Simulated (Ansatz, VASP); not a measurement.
# Two plane-wave programs on GaN

File INCAR:

```
SYSTEM = GaN
  ALGO = Normal
  EDIFF = 1E-6
  ENCUT = 520
  ISIF = 2
  ISMEAR = 0
  LASPH = .TRUE.
  LCHARG = .FALSE.
  LREAL = .FALSE.
  LWAVE = .FALSE.
  NBANDS = 16
  NELM = 60
  PREC = Accurate
  SIGMA = 0.03
```

The input KPOINTS:

```
k-points
0
G
  14 14 14
  0 0 0
```

The input POSCAR:

```
GaN
1.0
    0.0080071312      2.1352350000      2.1352350000
    2.1432421312      0.0000000000      2.1432421312
    2.1352350000      2.1352350000      0.0080071312
Ga N
1 1
Direct
    0.0000000000      0.0000000000      0.0000000000
    0.5000000000      0.5000000000      0.5000000000
```

Input for Ansatz:

```yaml
crystal:
  lattice:
    - [0.0080071312, 2.135235, 2.135235]
    - [2.1432421312, 0.0, 2.1432421312]
    - [2.135235, 2.135235, 0.0080071312]
  atoms:
    - { symbol: Ga, position: [0.0, 0.0, 0.0] }
    - { symbol: "N", position: [0.5, 0.5, 0.5] }
basis:
  ecutwfc: 420
kpoints:
  mp_grid: { grid: [14, 14, 14] }
hamiltonian:
  xc: lda
scf:
  occupations: { method: gaussian, width: 0.03 }
output:
  forces: true
  stress: true
  eigenvalues: true
```

Change from the starting cell: strain +0.0075 x Voigt [0, 0, 0, 0, 1, 0], atoms carried along.

Alike in both runs: task single point; functional LDA; k mesh 14 × 14 × 14; occupations gaussian, width 0.03 eV; no spin polarisation.

|  | VASP | Ansatz |
| --- | --- | --- |
| version | VASP 6.6.1 | Ansatz 0.2.0 |
| potentials or method | VASP PAW LDA potentials, release 64 (Ga_d, N), cutoff 520 eV | scalar-relativistic, plane waves, PAW |
| valence electrons in the cell | 18 | 18 |

Ansatz gave:

| Quantity | Value |
| --- | --- |
| gap on the k mesh at the Fermi level (eV) | 0.17 |
| least direct gap on the mesh (eV) | 2.37 |
| pressure (GPa) | -13.7 |
| traceless stress, the component that is largest in VASP (GPa) | -1.57 |

**Question.** What did VASP give for the same quantities?

**Answer.** gap on the k mesh at the Fermi level (eV): 0.19; least direct gap on the mesh (eV): 2.40; pressure (GPa): -12.4; traceless stress, the component that is largest in VASP (GPa): -1.57.

LDA's correlation is that of Perdew and Zunger in VASP and of Perdew and Wang (1992) in Ansatz.
